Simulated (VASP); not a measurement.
Wanted: the native input for a VASP 6.6.1 run.

- Task: single point
- Functional: r2SCAN
- Potentials or basis: VASP PAW PBE potentials, release 64 (Ti_sv, B)
- Cutoff: 520 eV
- k mesh: 20 × 20 × 20
- Occupations: gaussian, width 0.15 eV
- Spin: no spin polarisation
- Dipole correction: no
- Further INCAR settings: ALGO = Normal; EDIFF = 1e-07; NBANDS = 14

TiB:

```
CELL_PARAMETERS angstrom
0.00000 2.10100 2.15353
2.10100 0.00000 2.15353
2.10100 2.10100 0.00000
ATOMIC_POSITIONS crystal
Ti 0.75000 0.75000 0.75000
B 0.00000 0.00000 0.00000
```

This cell differs from its parent crystal: strain +0.000 along x and y, +0.025 along z.

One way to write it, as run:

POSCAR

```
TiB
1.0
    0.0000000000      2.1010000000      2.1535250000
    2.1010000000      0.0000000000      2.1535250000
    2.1010000000      2.1010000000      0.0000000000
Ti B
1 1
Direct
    0.7500000000      0.7500000000      0.7500000000
    0.0000000000      0.0000000000      0.0000000000
```

INCAR.step1

```
PREC = Accurate
ENCUT = 520
ISMEAR = 0
SIGMA = 0.15
LREAL = F
LASPH = T
NELM = 80
NBANDS = 14
GGA = PE
ALGO = Normal
EDIFF = 1E-4
LWAVE = T
LCHARG = F
```

INCAR.step2

```
PREC = Accurate
ENCUT = 520
EDIFF = 1E-7
ISMEAR = 0
SIGMA = 0.15
LREAL = F
LASPH = T
NELM = 80
ALGO = Normal
ISIF = 2
LWAVE = F
LCHARG = T
METAGGA = R2SCAN
LMIXTAU = T
LELF = T
LVHAR = T
NBANDS = 14
ISTART = 1
```

KPOINTS

```
Automatic mesh
0
Gamma
  20 20 20
```

Potentials or basis: VASP PAW PBE potentials, release 64 (Ti_sv, B).

Command:

```sh
$ cat potpaw_PBE.64/Ti_sv/POTCAR potpaw_PBE.64/B/POTCAR > POTCAR
$ cp INCAR.step1 INCAR
$ mpirun -np 1 vasp_std > vasp.out
$ cp INCAR.step2 INCAR
$ mpirun -np 1 vasp_std > vasp.out
```

Results of the run:

| Item | Value |
| --- | --- |
| Pressure | 111.3 GPa |
| Band gap on the k mesh | zero (an odd number of electrons rules out a gap without spin polarisation) |

Caveat: the cell differs from its parent crystal (strain +0.000 along x and y, +0.025 along z); the stress differs along the axes, from 110 to 115 GPa; the PAW data sets were made with another functional, which shifts forces and pressure a little; an odd number of electrons without spin polarisation forces a metal; a magnetic or distorted state may lie lower.

It took 12 min on 1 thread of AMD EPYC 7R13, with other jobs on the host, peak memory 0.3 GiB.
